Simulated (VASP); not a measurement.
Input of a VASP 6.6.1 run:

Contents of INCAR:

```
  ALGO = Normal
  EDIFF = 1E-7
  ENCUT = 520
  GGA = PE
  GGA_COMPAT = False
  ISIF = 2
  ISMEAR = 0
  LASPH = True
  LCHARG = True
  LORBIT = 11
  LORBMOM = True
  LREAL = False
  LSORBIT = True
  LVHAR = True
  LWAVE = False
  MAGMOM = 0 0 0 0 0 0
  NBANDS = 32
  NELM = 150
  PREC = Accurate
  SIGMA = 0.05
```

File KPOINTS:

```
k-points
0
Gamma
  12 12 12
```

File POSCAR:

```
PbSe
1.0
    0.0000000000      3.1039764788      3.1039764788
    3.1039764788      0.0000000000      3.1039764788
    3.1039764788      3.1039764788      0.0000000000
Pb Se
1 1
Direct
    0.5000000000      0.5000000000      0.5000000000
    0.0000000000      0.0000000000      0.0000000000
```

Potentials or basis: VASP PAW PBE potentials, release 64 (Pb_d, Se).

The run is started by

```bash
$ cat potpaw_PBE.64/Pb_d/POTCAR potpaw_PBE.64/Se/POTCAR > POTCAR
$ mpirun -np 1 vasp_ncl > vasp.out
```

(1) Estimate the net moment.

(2) Predict the pressure.

Results:

(1) 0.00 μB per cell.

(2) 0.1 GPa.
